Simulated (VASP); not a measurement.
# Si (Fd-3m) in VASP: a series of runs

Aim: see how the results for Si move with the level of theory and the settings. Levels: PBE, PBEsol. Tasks: single point.

All numbers are computed with VASP 6.6.1; they aren't measurements. Logs are shortened: lines on timing, memory, paths and dates and some standing lists are left out, and cuts for length are marked.

## 1. The cell of the first run

It takes space group Fd-3m (No. 227, cubic). The conventional cell has a = 5.502 Å, b = 5.502 Å, c = 5.502 Å, α = 90.00°, β = 90.00°, γ = 90.00°. Within 3.1 Å of Si (site symmetry -43m) lie 4 Si at 2.38 Å.

## 2. Single point, PBE

Contents of INCAR:

```
SYSTEM = Si
ALGO = Normal
EDIFF = 1E-6
ENCUT = 500
GGA = PE
GGA_COMPAT = .FALSE.
ISIF = 2
ISMEAR = 0
LASPH = .TRUE.
LCHARG = .FALSE.
LREAL = .FALSE.
LWAVE = .FALSE.
NBANDS = 11
NELM = 120
PREC = Accurate
SIGMA = 0.01
```

Contents of KPOINTS:

```
k-points
0
G
  4 4 4
  0 0 0
```

Contents of POSCAR:

```
Si
1.0
    0.0000000000      2.7512343611      2.7512343611
    2.7512343611      0.0000000000      2.7512343611
    2.7512343611      2.7512343611      0.0000000000
Si
2
Direct
    0.0000000000      0.0000000000      0.0000000000
    0.2500000000      0.2500000000      0.2500000000
```

Potentials or basis: VASP PAW PBE potentials, release 64 (Si).

Started as:

```
$ cat potpaw_PBE.64/Si/POTCAR > POTCAR
$ mpirun -np 1 vasp_std > vasp.out
```

OUTCAR:

```text
SYSTEM = Si
   EDIFF = 1E-6
   ENCUT = 500
   GGA = PE
   ISIF = 2
   ISMEAR = 0
   LASPH = .TRUE.
   LREAL = .FALSE.
   NELM = 120
   PREC = Accurate

 ion  position               nearest neighbor table
   1  0.000  0.000  0.000-   2 2.38   2 2.38   2 2.38   2 2.38
   2  0.250  0.250  0.250-   1 2.38   1 2.38   1 2.38   1 2.38

  LATTYP: Found a face centered cubic cell.
 ALAT       =     5.5024687222

  Lattice vectors:

 A1 = (   0.0000000000,   2.7512343611,   2.7512343611)
 A2 = (   2.7512343611,   0.0000000000,   2.7512343611)
 A3 = (   2.7512343611,   2.7512343611,   0.0000000000)

Analysis of symmetry for initial positions (statically):
=====================================================================
 Subroutine PRICEL returns:
 Original cell was already a primitive cell.

 Routine SETGRP: Setting up the symmetry group for a
 face centered cubic supercell.

 Subroutine GETGRP returns: Found 48 space group operations
 (whereof 24 operations were pure point group operations)
 out of a pool of 48 trial point group operations.

The static configuration has the point symmetry T_d .
 The point group associated with its full space group is O_h .

Analysis of symmetry for dynamics (positions and initial velocities):
=====================================================================
 Subroutine PRICEL returns:
 Original cell was already a primitive cell.

 Routine SETGRP: Setting up the symmetry group for a
 face centered cubic supercell.

 Subroutine GETGRP returns: Found 48 space group operations
 (whereof 24 operations were pure point group operations)
 out of a pool of 48 trial point group operations.

The dynamic configuration has the point symmetry T_d .
 The point group associated with its full space group is O_h .

 Subroutine INISYM returns: Found 48 space group operations
 (whereof 24 operations are pure point group operations),
 and found     1 'primitive' translations

----------------------------------------------------------------------------------------

                                     Primitive cell

  volume of cell :      41.6498

  direct lattice vectors                    reciprocal lattice vectors
     0.000000000  2.751234361  2.751234361    -0.181736608  0.181736608  0.181736608
     2.751234361  0.000000000  2.751234361     0.181736608 -0.181736608  0.181736608
     2.751234361  2.751234361  0.000000000     0.181736608  0.181736608 -0.181736608

  length of vectors
     3.890832947  3.890832947  3.890832947     0.314777038  0.314777038  0.314777038

  position of ions in fractional coordinates (direct lattice)
     0.000000000  0.000000000  0.000000000
     0.250000000  0.250000000  0.250000000

  ion indices of the primitive-cell ions
   primitive index   ion index
                 1           1
                 2           2

----------------------------------------------------------------------------------------

 KPOINTS: k-points

Automatic generation of k-mesh.
 Grid dimensions read from file:
 generate k-points for:    4    4    4

 Generating k-lattice:

  Cartesian coordinates                     Fractional coordinates (reciprocal lattice)
    -0.045434152  0.045434152  0.045434152     0.250000000  0.000000000  0.000000000
     0.045434152 -0.045434152  0.045434152     0.000000000  0.250000000  0.000000000
     0.045434152  0.045434152 -0.045434152     0.000000000  0.000000000  0.250000000

  Length of vectors
     0.078694260  0.078694260  0.078694260

  Shift w.r.t. Gamma in fractional coordinates (k-lattice)
     0.000000000  0.000000000  0.000000000

 Subroutine IBZKPT returns following result:
 ===========================================

 Found      8 irreducible k-points:

 Following reciprocal coordinates:
            Coordinates               Weight
  0.000000  0.000000  0.000000      1.000000
  0.250000  0.000000  0.000000      8.000000
  0.500000  0.000000  0.000000      4.000000
  0.250000  0.250000  0.000000      6.000000
  0.500000  0.250000  0.000000     24.000000
 -0.250000  0.250000  0.000000     12.000000
  0.500000  0.500000  0.000000      3.000000
 -0.250000  0.500000  0.250000      6.000000
   k-points           NKPTS =      8   k-points in BZ     NKDIM =      8   number of bands    NBANDS=     11
   number of dos      NEDOS =    301   number of ions     NIONS =      2
   total plane-waves  NPLWV =  21952
   dimension x,y,z NGX =    28 NGY =   28 NGZ =   28
   dimension x,y,z NGXF=    56 NGYF=   56 NGZF=   56
   ions per type =               2
   NGX,Y,Z   is equivalent  to a cutoff of  11.96, 11.96, 11.96 a.u.
   NGXF,Y,Z  is equivalent  to a cutoff of  23.93, 23.93, 23.93 a.u.
 SYSTEM =  Si
   PREC   = accura    normal or accurate (medium, high low for compatibility)
   ISTART =      0    job   : 0-new  1-cont  2-samecut
   ICHARG =      2    charge: 1-file 2-atom 10-const
   ISPIN  =      1    spin polarized calculation?
   LNONCOLLINEAR =      F non collinear calculations
   LSORBIT =      F    spin-orbit coupling
   LASPH  =      T    aspherical Exc in radial PAW
   ENCUT  =  500.0 eV  36.75 Ry    6.06 a.u.   7.09  7.09  7.09*2*pi/ulx,y,z
   NELM   =    120;   NELMIN=  2; NELMDL= -5     # of ELM steps
   EDIFF  = 0.1E-05   stopping-criterion for ELM
   LREAL  =      F    real-space projection
   EDIFFG = 0.1E-04   stopping-criterion for IOM
   NSW    =      0    number of steps for IOM
   IBRION =     -1    ionic relax: 0-MD 1-quasi-New 2-CG
   NFREE  =      0    steps in history (QN), initial steepest desc. (CG)
   ISIF   =      2    stress and relaxation
   ISYM   =      2    0-nonsym 1-usesym 2-fastsym
   POTIM  = 0.5000    time-step for ionic-motion
   TEBEG  =    0.0;   TEEND  =   0.0 temperature during run
   PSTRESS=    0.0 pullay stress
   NELECT =       8.0000    total number of electrons
   NUPDOWN=      -1.0000    fix difference up-down
   EMIN   =  10.00;   EMAX   =-10.00  energy-range for DOS
   EFERMI =   0.00;   METHOD = LEGACY
   ISMEAR =     0;   SIGMA  =   0.01  broadening in eV -4-tet -1-fermi 0-gaus
   EFERMI_NEDOS =   21; number of points for ismear=-14 and -15
   IALGO  =     38    algorithm
   IMIX   =      4    mixing-type and parameters
     AMIX     =   0.40;   BMIX     =  1.00
     AMIX_MAG =   1.60;   BMIX_MAG =  1.00
  volume/ion in A,a.u.               =      20.82       140.53
  Fermi-wavevector in a.u.,A,eV,Ry     =   0.944569  1.784977 12.139274  0.892211
  Thomas-Fermi vector in A             =   2.072387
   LORBIT       =      0    0 simple, 1 ext, 2 COOP (PROOUT), +10 PAW based schemes
   GGA     = PE    functional components
   LHFCALC =     F    Hartree Fock is set to
   AEXX    =    0.0000 exact exchange contribution
   IVDW    =     0    specifies the selected vdW correction
   LEPSILON=     F    determine dielectric tensor
   LRPA    =     F    only Hartree local field effects (RPA)
 non-spin polarized calculation
 Gauss-broadening in eV      SIGMA  =   0.01
  energy-cutoff  :      500.00
  volume of cell :       41.65
 maximum number of plane-waves:      1067
   NGX = 15   NGY = 15   NGZ = 15

 number of electron       7.9999999 magnetization

 Free energy of the ion-electron system (eV)
  ---------------------------------------------------
  ext. energy  EPLUGINS =         0.00000000
  ---------------------------------------------------
  free energy    TOTEN  =       -10.66395992 eV

  energy without entropy =      -10.66395992  energy(sigma->0) =      -10.66395992

 E-fermi :   5.5591     XC(G=0):  -9.2285

 val. band max:        5.4774642083   @ k =   0.0000   0.0000   0.0000
 cond. band min:       6.2475123079   @ k =   0.5000   0.5000   0.0000
 fundamental gap:      0.7700480996
 Fermi energy:         5.5591494076

 k-point     1 :       0.0000    0.0000    0.0000
  band No.  band energies     occupation
      1      -6.2214      2.00000
      2       5.4775      2.00000
      3       5.4775      2.00000
      4       5.4775      2.00000
      5       8.0086      0.00000
      6       8.0086      0.00000
      7       8.0086      0.00000
      8       8.4063      0.00000
      9      13.1548      0.00000
     10      13.1548      0.00000
     11      13.2845      0.00000

 k-point     2 :       0.2500    0.0000    0.0000
  band No.  band energies     occupation
      1      -5.4489      2.00000
      2       1.6169      2.00000
      3       4.7407      2.00000
      4       4.7407      2.00000
      5       7.3645      0.00000
      6       8.9356      0.00000
      7       8.9356      0.00000
      8      12.0802      0.00000
      9      12.6362      0.00000
     10      12.6362      0.00000
     11      14.3408      0.00000

 k-point     3 :       0.5000    0.0000    0.0000
  band No.  band energies     occupation
      1      -3.9854      2.00000
      2      -1.3173      2.00000
      3       4.3111      2.00000
      4       4.3111      2.00000
      5       6.8730      0.00000
      6       8.8136      0.00000
      7       8.8136      0.00000
      8      13.1431      0.00000
      9      15.9103      0.00000
     10      15.9103      0.00000
     11      16.5156      0.00000

 k-point     4 :       0.2500    0.2500    0.0000
  band No.  band energies     occupation
      1      -5.1751      2.00000
      2       1.9536      2.00000
      3       3.6551      2.00000
      4       3.6551      2.00000
      5       6.6305      0.00000
      6       8.5944      0.00000
      7      11.0981      0.00000
      8      11.0981      0.00000
      9      13.1751      0.00000
     10      14.3314      0.00000
     11      16.6597      0.00000

 k-point     5 :       0.5000    0.2500    0.0000
  band No.  band energies     occupation
      1      -3.6019      2.00000
      2      -0.8039      2.00000
      3       2.0643      2.00000
      4       3.3469      2.00000
      5       7.0203      0.00000
      6       9.8809      0.00000
      7      11.0306      0.00000
      8      11.3013      0.00000
      9      15.4456      0.00000
     10      15.8562      0.00000
     11      17.4173      0.00000

 k-point     6 :      -0.2500    0.2500    0.0000
  band No.  band energies     occupation
      1      -4.2501      2.00000
      2       0.0658      2.00000
      3       1.8662      2.00000
      4       4.1906      2.00000
      5       7.8861      0.00000
      6      10.1717      0.00000
      7      10.5147      0.00000
      8      11.4153      0.00000
      9      11.9190      0.00000
     10      14.8885      0.00000
     11      17.8429      0.00000

 k-point     7 :       0.5000    0.5000    0.0000
  band No.  band energies     occupation
      1      -2.2158      2.00000
      2      -2.2158      2.00000
      3       2.7218      2.00000
      4       2.7218      2.00000
      5       6.2475      0.00000
      6       6.2475      0.00000
      7      15.2497      0.00000
      8      15.2497      0.00000
      9      16.3208      0.00000
     10      16.3208      0.00000
     11      17.8299      0.00000

 k-point     8 :      -0.2500    0.5000    0.2500
  band No.  band energies     occupation
      1      -2.0682      2.00000
      2      -2.0682      2.00000
      3       1.7801      2.00000
      4       1.7801      2.00000
      5       9.7390      0.00000
      6       9.7390      0.00000
      7      10.3296      0.00000
      8      10.3296      0.00000
      9      15.8105      0.00000
     10      15.8105      0.00000
     11      18.1901      0.00000

------------------------ aborting loop because EDIFF is reached ----------------------------------------

  FORCE on cell =-STRESS in cart. coord.  units (eV):
  Direction    XX          YY          ZZ          XY          YZ          ZX
  --------------------------------------------------------------------------------------
  -------------------------------------------------------------------------------------
  Total       -0.2759499     -0.2759499     -0.2759499      0.0000000      0.0000000     -0.0000000
  in kB      -10.6151982    -10.6151982    -10.6151982      0.0000000      0.0000000     -0.0000000
  external PRESSURE =     -10.6151982 kB  Pullay stress =       0.0000000 kB

 VOLUME and BASIS-vectors are now :
 -----------------------------------------------------------------------------
  energy-cutoff  :      500.00
  volume of cell :       41.65
      direct lattice vectors                 reciprocal lattice vectors
     0.000000000  2.751234361  2.751234361    -0.181736608  0.181736608  0.181736608
     2.751234361  0.000000000  2.751234361     0.181736608 -0.181736608  0.181736608
     2.751234361  2.751234361  0.000000000     0.181736608  0.181736608 -0.181736608

 POSITION                                       TOTAL-FORCE (eV/Angst)
 -----------------------------------------------------------------------------------
      0.00000      0.00000      0.00000        -0.000000     -0.000000     -0.000000
      1.37562      1.37562      1.37562         0.000000      0.000000      0.000000
 -----------------------------------------------------------------------------------
    total drift:                                0.000000      0.000000     -0.000000

  FREE ENERGIE OF THE ION-ELECTRON SYSTEM (eV)
  ---------------------------------------------------
  free  energy   TOTEN  =       -10.6639599164 eV

  energy  without entropy=      -10.6639599164  energy(sigma->0) =      -10.66395992
```

Wall time 6.6 s (1 thread of AMD EPYC 7R13, shared host); peak memory 0.11 GiB.

Results:

```yaml
Free_energy: -10.6640 eV
Pressure: -1.1 GPa
Band_gap_on_the_k_mesh: 0.77 eV, indirect (least direct gap 2.53 eV)
```

Levels at points of the mesh, in eV from the valence-band top:
| k point | band 1 | band 2 | band 3 | band 4 | band 5 | band 6 | band 7 | band 8 | band 9 |
| --- | --- | --- | --- | --- | --- | --- | --- | --- | --- |
| (0.00, 0.00, 0.00) | -11.70 | 0.00 | 0.00 | 0.00 | 2.53 | 2.53 | 2.53 | 2.93 | 7.68 |
| (0.50, 0.00, 0.00) | -9.46 | -6.79 | -1.17 | -1.17 | 1.40 | 3.34 | 3.34 | 7.67 | 10.43 |
| (0.50, 0.50, 0.00) | -7.69 | -7.69 | -2.76 | -2.76 | 0.77 | 0.77 | 9.77 | 9.77 | 10.84 |

Caveat: the k points lie up to 0.49 Å⁻¹ apart. A k mesh can miss the band edges.

## 3. Single point, PBE

Contents of INCAR:

```
  PREC = Accurate
  ENCUT = 500
  EDIFF = 1E-6
  ISMEAR = 0
  SIGMA = 0.01
  LREAL = F
  LASPH = T
  NELM = 120
  ALGO = Normal
  ISIF = 2
  LWAVE = F
  LCHARG = F
  GGA = PE
  NBANDS = 11
  GGA_COMPAT = F
```

Contents of KPOINTS:

```
regular mesh
0
Gamma
  4 4 4
```

POSCAR is that of step 2.

Potentials or basis: VASP PAW PBE potentials, release 64 (Si).

Started as:

```
$ cat potpaw_PBE.64/Si/POTCAR > POTCAR
$ mpirun -np 1 vasp_std > vasp.out
```

Wall time 7.7 s (1 thread of AMD EPYC 7R13, shared host); peak memory 0.11 GiB.

It converged, with:

| Property | Result |
| --- | --- |
| Free energy | -10.6640 eV |
| Pressure | -1.1 GPa |
| Band gap on the k mesh | 0.77 eV, indirect (least direct gap 2.53 eV) |

Levels at points of the mesh, in eV from the valence-band top:
```tsv
k point	band 1	band 2	band 3	band 4	band 5	band 6	band 7	band 8	band 9
(0.00, 0.00, 0.00)	-11.70	0.00	0.00	0.00	2.53	2.53	2.53	2.93	7.68
(0.50, 0.00, 0.00)	-9.46	-6.79	-1.17	-1.17	1.40	3.34	3.34	7.67	10.43
(0.50, 0.50, 0.00)	-7.69	-7.69	-2.76	-2.76	0.77	0.77	9.77	9.77	10.84
```

Caveat: the k points lie up to 0.49 Å⁻¹ apart. A k mesh can miss the band edges.

## 4. Single point, PBE

This run uses another cell than the first one, of 21.63 Å³/atom, 1.038 times its volume.

Contents of INCAR:

```
ALGO = Normal ; EDIFF = 1E-6
ENCUT = 500 ; GGA = PE
GGA_COMPAT = False ; ISIF = 2
ISMEAR = 0 ; LASPH = True
LCHARG = False ; LREAL = False
LWAVE = False ; NBANDS = 11
NELM = 120 ; PREC = Accurate
SIGMA = 0.01
```

Contents of KPOINTS:

```
k-points
0
Gamma
  4 4 4
```

Contents of POSCAR:

```
Si
1.0
    0.0000000000      2.7860638099      2.7860638099
    2.7860638099      0.0000000000      2.7860638099
    2.7860638099      2.7860638099      0.0000000000
Si
2
Direct
    0.0000000000      0.0000000000      0.0000000000
    0.2500000000      0.2500000000      0.2500000000
```

Started as:

```
$ cat potpaw_PBE.64/Si/POTCAR > POTCAR
$ mpirun -np 1 vasp_std > vasp.out
```

Wall time 8.2 s (1 thread of AMD EPYC 7R13, shared host); peak memory 0.12 GiB.

It converged, with:

| Item | Value |
| --- | --- |
| Free energy | -10.6382 eV |
| Pressure | -4.0 GPa |
| Band gap on the k mesh | 0.84 eV, indirect (least direct gap 2.40 eV) |

Levels at points of the mesh, in eV from the valence-band top:
```
           k point  band 1  band 2  band 3  band 4  band 5  band 6  band 7  band 8  band 9
(0.00, 0.00, 0.00)  -11.45    0.00    0.00    0.00    2.51    2.51    2.51    2.51    7.66
(0.50, 0.00, 0.00)   -9.31   -6.63   -1.13   -1.13    1.26    3.35    3.35    7.61   10.34
(0.50, 0.50, 0.00)   -7.58   -7.58   -2.66   -2.66    0.84    0.84    9.46    9.46   10.73
```

Caveat: the k points lie up to 0.49 Å⁻¹ apart. A k mesh can miss the band edges.

## 5. Single point, PBE

This run uses another cell than the first one, of 21.63 Å³/atom, 1.038 times its volume.

Contents of INCAR:

```
SYSTEM = Si
PREC = Accurate
ENCUT = 500
EDIFF = 1E-6
ISMEAR = 0
SIGMA = 0.01
LREAL = .False.
LASPH = .True.
NELM = 120
ALGO = Normal
ISIF = 2
LWAVE = .False.
LCHARG = .True.
GGA = PE
LELF = .True.
LVHAR = .True.
NBANDS = 11
GGA_COMPAT = .False.
```

Contents of KPOINTS:

```
Automatic mesh
0
Gamma
  4 4 4
  0 0 0
```

POSCAR is that of step 4.

Started as:

```
$ cat potpaw_PBE.64/Si/POTCAR > POTCAR
$ mpirun -np 1 vasp_std > vasp.out
```

It took 10 s on 1 thread of AMD EPYC 7R13, shared host; peak memory 0.12 GiB.

The run converged. Its results:

| Quantity | Value |
| --- | --- |
| Free energy | -10.6382 eV |
| Pressure | -4.0 GPa |
| Band gap on the k mesh | 0.84 eV, indirect (least direct gap 2.40 eV) |

Levels at points of the mesh, in eV from the valence-band top:
```tsv
k point	band 1	band 2	band 3	band 4	band 5	band 6	band 7	band 8	band 9
(0.00, 0.00, 0.00)	-11.45	0.00	0.00	0.00	2.51	2.51	2.51	2.51	7.66
(0.50, 0.00, 0.00)	-9.31	-6.63	-1.13	-1.13	1.26	3.35	3.35	7.61	10.34
(0.50, 0.50, 0.00)	-7.58	-7.58	-2.66	-2.66	0.84	0.84	9.46	9.46	10.73
```

Caveat: the k points lie up to 0.49 Å⁻¹ apart.

## 6. Single point, PBEsol

This run uses another cell than the first one, of 20.02 Å³/atom, 0.962 times its volume.

Contents of INCAR:

```
ALGO = Normal
EDIFF = 1E-6
ENCUT = 500
GGA = PS
GGA_COMPAT = F
ISIF = 2
ISMEAR = 0
LASPH = T
LCHARG = T
LELF = T
LREAL = F
LVHAR = T
LWAVE = F
NBANDS = 11
NELM = 120
PREC = Accurate
SIGMA = 0.01
```

Contents of KPOINTS:

```
k-points
0
Gamma
  6 6 6
```

Contents of POSCAR:

```
Si
1.0
    0.0000000000      2.7155000000      2.7155000000
    2.7155000000      0.0000000000      2.7155000000
    2.7155000000      2.7155000000      0.0000000000
Si
2
Direct
    0.0000000000      0.0000000000      0.0000000000
    0.2500000000      0.2500000000      0.2500000000
```

Potentials or basis: VASP PAW PBE potentials, release 64 (Si).

Started as:

```
$ cat potpaw_PBE.64/Si/POTCAR > POTCAR
$ mpirun -np 1 vasp_std > vasp.out
```

Wall time 12 s (1 thread of AMD EPYC 7R13, shared host); peak memory 0.12 GiB.

The run converged. Its results:

| Quantity | Value |
| --- | --- |
| Free energy | -11.4675 eV |
| Pressure | 0.3 GPa |
| Band gap on the k mesh | 0.58 eV, indirect (least direct gap 2.51 eV) |

Levels at points of the mesh, in eV from the valence-band top:
```tsv
k point	band 1	band 2	band 3	band 4	band 5	band 6	band 7	band 8
(0.00, 0.00, 0.00)	-11.99	0.00	0.00	0.00	2.51	2.51	2.51	3.32
(0.50, 0.00, 0.00)	-9.64	-7.02	-1.20	-1.20	1.46	3.27	3.27	7.51
(0.50, 0.50, 0.00)	-7.83	-7.83	-2.88	-2.88	0.58	0.58	10.06	10.06
```

Caveat: the PAW data sets were made with another functional, which shifts forces and pressure a little. A k mesh can miss the band edges.

## 7. Overview

```tsv
level	cell	k mesh	gap on the mesh (eV)	pressure (GPa)
PBE	a = 3.891 Å, angles 60.0°, 2 atoms	4 × 4 × 4	0.77	-1.1
PBE	a = 3.940 Å, angles 60.0°, 2 atoms	4 × 4 × 4	0.84	-4.0
PBEsol	a = 3.840 Å, angles 60.0°, 2 atoms	6 × 6 × 6	0.58	0.3
```

Alike in all rows: task single point; potentials or basis VASP PAW PBE potentials, release 64 (Si); no spin polarisation; cutoff (eV) 500; smearing gaussian 0.01 eV.

Caveats: some runs use coarse meshes; the PAW data sets were made with another functional, which shifts forces and pressure a little (some runs).

Absolute energies hang on the potentials; compare differences alone.
